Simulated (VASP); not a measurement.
Here is a VASP 6.6.1 calculation.

Contents of INCAR:

```
PREC = Accurate
ENCUT = 520
EDIFF = 1E-7
ISMEAR = 0
SIGMA = 0.020999999999999998
LREAL = F
LASPH = T
NELM = 100
ALGO = Normal
ISIF = 2
LWAVE = F
LCHARG = T
GGA = PE
LELF = T
LVHAR = T
NBANDS = 13
```

The input KPOINTS:

```
Automatic mesh
0
Gamma
  12 12 12
```

The input POSCAR:

```
W
1.0
   -1.5823450000      1.5823450000      1.5823450000
    1.5823450000     -1.5823450000      1.5823450000
    1.5823450000      1.5823450000     -1.5823450000
W
1
Direct
    0.0000000000      0.0000000000      0.0000000000
```

Potentials or basis: VASP PAW PBE potentials, release 64 (W_sv).

Launch:

```sh
$ cat potpaw_PBE.64/W_sv/POTCAR > POTCAR
$ mpirun -np 1 vasp_std > vasp.out
```

Task: Estimate the pressure.

Result: 6.7 GPa.

Task: Predict the band gap on the k mesh.

Result: Zero (band 7 reaches 16.61 eV, above the bottom of band 8 at 10.21 eV).

Caveat: spin-orbit coupling is left out, which moves the levels of the heavy elements.
